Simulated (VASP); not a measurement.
Here is a VASP 6.6.1 calculation.

The input INCAR:

```
PREC = Accurate
ENCUT = 520
EDIFF = 1E-7
ISMEAR = -1
SIGMA = 0.05
LREAL = F
LASPH = T
NELM = 80
ALGO = Normal
ISIF = 2
LWAVE = F
LCHARG = F
GGA = PE
NBANDS = 17
```

Contents of KPOINTS:

```
regular mesh
0
Gamma
  14 14 14
```

The input POSCAR:

```
Hf
1.0
   -2.2677581040      2.2677581040      1.2465941171
    2.2677581040     -2.2677581040      1.2465941171
    2.2677581040      2.2677581040     -1.2465941171
Hf
2
Direct
   -0.3750000000     -0.1250000000     -0.2500000000
    0.3750000000      0.1250000000      0.2500000000
```

Potentials or basis: VASP PAW PBE potentials, release 64 (Hf_pv).

Launch:

```console
$ cat potpaw_PBE.64/Hf_pv/POTCAR > POTCAR
$ mpirun -np 1 vasp_std > vasp.out
```

Predict the pressure.

155.5 GPa.

What does it give for the band gap on the k mesh?

Zero (band 10 reaches 10.00 eV, above the bottom of band 11 at 7.38 eV).

Stress tensor (GPa, compression positive):
```
155.01   0.00   0.00
  0.00 155.01   0.00
  0.00   0.00 156.37
```

Caveat: spin-orbit coupling is left out, which moves the levels of the heavy elements.
